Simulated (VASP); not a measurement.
A run of VASP 6.6.1 is set up as follows.

The input POSCAR:

```
Pt
1.0
    3.5578603427      0.0000000000      0.0000000000
   -1.7789301714      3.0811974399      0.0000000000
    0.0000000000      0.0000000000      5.8704695655
Pt
4
Direct
    0.3333333333      0.6666666667      0.4375000000
    0.6666666667      0.3333333333      0.9375000000
    0.6666666667      0.3333333333      0.5625000000
    0.3333333333      0.6666666667      0.0625000000
```

INCAR.step1

```
PREC     = Accurate       # precision mode
ENCUT    = 520            # plane-wave cutoff, eV
ISMEAR   = 0              # smearing method
SIGMA    = 0.1            # smearing width, eV
LREAL    = F              # projectors in reciprocal space
LASPH    = T              # aspherical terms in the spheres
NELM     = 60             # most SCF steps
NBANDS   = 28             # bands
GGA      = PE             # functional
ALGO     = Normal         # electronic algorithm
EDIFF    = 1E-4           # SCF threshold, eV
LWAVE    = T              # write WAVECAR
LCHARG   = F              # write CHGCAR
```

Contents of INCAR.step2:

```
PREC     = Accurate       # precision mode
ENCUT    = 520            # plane-wave cutoff, eV
EDIFF    = 1E-6           # SCF threshold, eV
ISMEAR   = 0              # smearing method
SIGMA    = 0.1            # smearing width, eV
LREAL    = F              # projectors in reciprocal space
LASPH    = T              # aspherical terms in the spheres
NELM     = 60             # most SCF steps
ALGO     = Normal         # electronic algorithm
ISIF     = 2              # what is computed and relaxed
LWAVE    = F              # write WAVECAR
LCHARG   = F              # write CHGCAR
METAGGA  = R2SCAN         # meta-GGA
LMIXTAU  = T            
NBANDS   = 28             # bands
ISTART   = 1
```

Contents of KPOINTS:

```
Automatic mesh
0
Gamma
  6 6 4
```

Potentials or basis: VASP PAW PBE potentials, release 64 (Pt).

The run is started by

```bash
$ cat potpaw_PBE.64/Pt/POTCAR > POTCAR
$ cp INCAR.step1 INCAR
$ mpirun -np 1 vasp_std > vasp.out
$ cp INCAR.step2 INCAR
$ mpirun -np 1 vasp_std > vasp.out
```

Question: Estimate the pressure.

Answer: 123.9 GPa.

Question: What does it give for the largest force?

Answer: 0.852 eV/Å.

Question: Estimate the band gap on the k mesh.

Answer: Zero (band 20 reaches 11.65 eV, above the bottom of band 21 at 10.97 eV).

Forces on the atoms (eV/Å):
```
Pt   0.000  0.000 -0.852
Pt   0.000  0.000 -0.852
Pt   0.000  0.000  0.852
Pt   0.000  0.000  0.852
```

Caveat: the PAW data sets were made with another functional, which shifts forces and pressure a little; spin-orbit coupling is left out, which moves the levels of the heavy elements.
